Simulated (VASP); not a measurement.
Write the native input for VASP 6.6.1 that does the following.

| Property | Result |
| --- | --- |
| Task | single point |
| Functional | LDA |
| Potentials or basis | VASP PAW LDA potentials, release 64 (Ti_sv, Ga_d) |
| Cutoff | 500 eV |
| k mesh | 6 × 6 × 6 |
| Occupations | gaussian, width 0.2 eV |
| Spin | no spin polarisation |
| Dipole correction | no |
| Further INCAR settings | ALGO = Normal; EDIFF = 1e-06; NBANDS = 32 |

The structure of Ti3Ga lies in POSCAR:

```
Ti3Ga
1.0
    0.0000000000      3.1977420000      3.1977420000
    3.1977420000      0.0000000000      3.1977420000
    3.1977420000      3.1977420000      0.0000000000
Ti Ga
3 1
Direct
    0.7500000000      0.7500000000      0.7500000000
    0.2500000000      0.2500000000      0.2500000000
    0.0000000000      0.0000000000      0.0000000000
    0.5000000000      0.5000000000      0.5000000000
```

The input as run:

INCAR

```
SYSTEM = Ti3Ga
PREC = Accurate ; ENCUT = 500
EDIFF = 1E-6 ; ISMEAR = 0
SIGMA = 0.2 ; LREAL = .FALSE.
LASPH = .TRUE. ; NELM = 120
ALGO = Normal ; ISIF = 2
LWAVE = .FALSE. ; LCHARG = .TRUE.
LELF = .TRUE. ; LVHAR = .TRUE.
NBANDS = 32 ; GGA_COMPAT = .FALSE.
```

KPOINTS

```
Automatic mesh
0
G
  6 6 6
  0 0 0
```

Potentials or basis: VASP PAW LDA potentials, release 64 (Ti_sv, Ga_d).

Launch:

```bash
$ cat potpaw_LDA.64/Ti_sv/POTCAR potpaw_LDA.64/Ga_d/POTCAR > POTCAR
$ mpirun -np 1 vasp_std > vasp.out
```

It gave:

| Quantity | Value |
| --- | --- |
| Pressure | -8.7 GPa |
| Band gap on the k mesh | zero (an odd number of electrons rules out a gap without spin polarisation) |

Caveat: the cell stands under tension.

It took 48 s on 1 thread of Intel(R) Xeon(R) Platinum 8488C (Sapphire Rapids) (shared host), peak memory 0.18 GiB.
